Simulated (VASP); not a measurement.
Runs of VASP 6.6.1 on Co. The structure is trigonal, space group P-3m1 (No. 164). Conventional cell: a = 2.487 Å, b = 2.487 Å, c = 4.063 Å, α = 90.00°, β = 90.00°, γ = 120.00°. Within 3.2 Å of Co (site symmetry 3m) lie 12 Co at 2.42 to 2.55 Å. 

| task | spin | fixed moment (μB) | k mesh for the DOS | occupations for the DOS | pressure (GPa) | moment (μB) | largest force (eV/Å) |
| --- | --- | --- | --- | --- | --- | --- | --- |
| single point | collinear, ferromagnetic start | 0.82 | - | - | (a) | 0.82 | 0.58 |
| single point | collinear, zero start | 0.0 | - | - | -10.9 | 0.00 | 0.57 |
| single point | collinear, ferromagnetic start | 1.63 | - | - | -8.4 | 1.63 | 0.60 |
| single point | off | - | - | - | -10.9 | - | 0.57 |

Alike in all rows: level PBE; potentials or basis VASP PAW PBE potentials, release 64 (Co); cell as given; k mesh 15 × 15 × 8; cutoff (eV) 520; smearing fermi-dirac 0.08 eV.

Q: Estimate the missing entries.

A: (a) -10.3.

Caveats: the total moment is fixed, so each spin has its own Fermi level (some runs).
